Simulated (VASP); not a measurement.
A run of VASP 6.6.1 is set up as follows.

Contents of INCAR:

```
SYSTEM = TiO2
PREC = Accurate
ENCUT = 600
EDIFF = 1E-6
ISMEAR = 0
SIGMA = 0.01
LREAL = .FALSE.
LASPH = .TRUE.
NELM = 120
ALGO = Normal
ISIF = 2
LWAVE = .FALSE.
LCHARG = .FALSE.
GGA = PE
NBANDS = 60
GGA_COMPAT = .FALSE.
```

The input KPOINTS:

```
Automatic mesh
0
G
  1 1 1
  0 0 0
```

File POSCAR:

```
TiO2
1.0
    4.5940000000      0.0000000000      0.0000000000
    0.0000000000      4.5940000000      0.0000000000
    0.0000000000      0.0000000000      5.9180000000
Ti O
4 8
Direct
   -0.0046949559      0.0038413276     -0.0135843455
    0.4893296457      0.5120361597      0.2475481913
    0.0197188148     -0.0178408325      0.4996686745
    0.5009389912      0.4799397338      0.7539096409
    0.3103485843      0.3137630976     -0.0044397617
    0.6751397338      0.6886270617      0.0052349429
    0.8141045490      0.1840174686      0.2460903591
    0.1908464954      0.8233237351      0.2549698825
    0.3130801950      0.3245188148      0.4987409631
    0.7115043014      0.6766762649      0.4894638491
    0.8224701068      0.1949439115      0.7374758961
    0.1792371499      0.8166654340      0.7425120437
```

Potentials or basis: VASP PAW PBE potentials, release 64 (Ti_sv, O).

Run with:

```sh
$ cat potpaw_PBE.64/Ti_sv/POTCAR potpaw_PBE.64/O/POTCAR > POTCAR
$ mpirun -np 1 vasp_gam > vasp.out
```

Q: Predict the pressure.

A: 14.0 GPa.

Q: Estimate the band gap on the k mesh.

A: 1.80 eV.

Q: What does it give for the largest force?

A: 3.324 eV/Å.

Stress tensor (GPa, compression positive):
```
13.67 -1.07 -0.78
-1.07 14.48 -0.68
-0.78 -0.68 13.72
```

Caveat: the k points lie up to 1.37 Å⁻¹ apart; forces of over 1 eV/Å act on the atoms, so gaps and moduli don't describe the material at rest. As with any semilocal functional, this PBE gap is likely too small.
